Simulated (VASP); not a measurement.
Write the native input for VASP 6.6.1 that does the following.

```yaml
Task: electric field gradients
Functional: LDA
Potentials_or_basis: VASP PAW LDA potentials, release 64 (Ti_sv, O)
Cutoff: 520 eV
k_mesh: 7 × 7 × 10
Occupations: fermi-dirac, width 0.05 eV
Spin: no spin polarisation
Dipole_correction: no
Further_INCAR_settings: ALGO = Normal; EDIFF = 1e-08; NBANDS = 33
```

The structure of TiO2 lies in POSCAR:

```
TiO2
1.0
    4.6544543012      0.0000000000      0.0000000000
    0.0000000000      4.6544543012      0.0000000000
    0.0000000000      0.0000000000      2.9979386759
Ti O
2 4
Direct
    0.0000000000      0.0000000000      0.0000000000
    0.5000000000      0.5000000000      0.5000000000
    0.3060000000      0.3060000000      0.0000000000
    0.1940000000      0.8060000000      0.5000000000
    0.6940000000      0.6940000000      0.0000000000
    0.8060000000      0.1940000000      0.5000000000
```

This cell differs from its parent crystal: volume scaled by 1.04.

These files were run (other wordings do the same):

INCAR

```
SYSTEM = TiO2
ALGO     = Normal         ! electronic algorithm
EDIFF    = 1E-8           ! SCF threshold, eV
ENCUT    = 520            ! plane-wave cutoff, eV
GGA      = CA             ! functional
ISIF     = 2              ! what is computed and relaxed
ISMEAR   = -1             ! smearing method
LASPH    = .True.         ! aspherical terms in the spheres
LCHARG   = .False.        ! write CHGCAR
LEFG     = .True.       
LREAL    = .False.        ! projectors in reciprocal space
LWAVE    = .False.        ! write WAVECAR
NBANDS   = 33             ! bands
NELM     = 100            ! most SCF steps
PREC     = Accurate       ! precision mode
SIGMA    = 0.05           ! smearing width, eV
```

KPOINTS

```
k-points
0
Gamma
  7 7 10
  0 0 0
```

Potentials or basis: VASP PAW LDA potentials, release 64 (Ti_sv, O).

Run with:

```sh
$ cat potpaw_LDA.64/Ti_sv/POTCAR potpaw_LDA.64/O/POTCAR > POTCAR
$ mpirun -np 1 vasp_std > vasp.out
```

Results of the run:

```
Pressure               : -15.1 GPa
Largest force          : 0.073 eV/Å
Band gap on the k mesh : 1.73 eV, direct
```

Caveat: without QUAD_EFG the Cq values of the log hold for a quadrupole moment of 1 mb, not for the nuclei.

It used 320 s of CPU time on 1 thread of AMD EPYC 7R13 Processor (Zen 3), with other jobs on the host.
